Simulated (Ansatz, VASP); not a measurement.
# Two plane-wave programs on Li16H

```xyz
17
Lattice="6.5700 0.0000 0.0000 0.0000 6.5700 0.0000 0.0000 0.0000 6.5700" Properties=species:S:1:pos:R:3 pbc="T T T"
Li   -0.2717   -0.1172    0.0854
Li    3.5616   -0.1153   -0.0807
Li    0.0467    3.2911    0.0912
Li   -0.0840    0.0630    3.2195
Li    1.7149    1.3575    1.3855
Li    3.2430    3.2887   -0.0848
Li    3.3739    0.0654    3.3584
Li    4.8516    1.7517    1.6691
Li    0.2699    3.1521    3.2101
Li    1.7156    5.1307    1.5062
Li    1.5719    1.3579    5.1898
Li    3.0199    3.1514    3.3647
Li    4.8496    4.7200    1.8200
Li    5.0100    1.7537    4.9069
Li    1.5763    5.1292    5.0687
Li    5.0087    4.7195    4.7550
H     1.6447    6.4809    0.0043
```

Alike in both runs: functional PBE; k mesh 2 × 2 × 2; occupations fermi-dirac, width 0.05 eV; no spin polarisation.

Ansatz relaxed the structure, and its values are those at the end. VASP's run is a single point on that final structure, the one shown.

|  | VASP | Ansatz |
| --- | --- | --- |
| version | VASP 6.6.1 | Ansatz 0.2.0 |
| potentials or method | VASP PAW PBE potentials, release 64 (Li_sv, H), cutoff 520 eV | scalar-relativistic, plane waves, PAW |
| valence electrons in the cell | 49 | 49 |

|  | VASP | Ansatz | Ansatz less VASP |
| --- | --- | --- | --- |
| rms of the force components (eV/Å) | 0.017 | 0.017 | +0.0006 |

The k mesh is coarse, so the values compare programs but aren't converged. Noted on VASP's run: the cutoff is under 1.25 times that of the potentials, so the pressure is a little rough.
